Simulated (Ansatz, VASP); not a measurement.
## One calculation of Cu, two programs

```
CELL_PARAMETERS angstrom
-1.44279 1.44279 1.37608
1.44279 -1.44279 1.37608
1.44279 1.44279 -1.37608
ATOMIC_POSITIONS crystal
Cu 0.00000 0.00000 0.00000
```

Alike in both runs: task single point; functional PBEsol; k mesh 15 × 15 × 15; occupations fermi-dirac, width 0.1 eV; no spin polarisation.

|  | VASP | Ansatz |
| --- | --- | --- |
| version | VASP 6.6.1 | Ansatz 0.2.0 |
| potentials or method | VASP PAW PBE potentials, release 64 (Cu), cutoff 520 eV | plane waves, PAW |
| valence electrons in the cell | 11 | 19 |

Ansatz gave:

- pressure (GPa): -1.4
- traceless stress, the component that is largest in VASP (GPa): -0.12

Q: What did VASP give for the same quantities?

A: Pressure (GPa): -0.7; traceless stress, the component that is largest in VASP (GPa): -0.14.

VASP's potentials were made for PBE, not for PBEsol. VASP's potentials hold 11 valence electrons a cell and Ansatz's 19, so a difference there can come from the potentials and not from the codes.
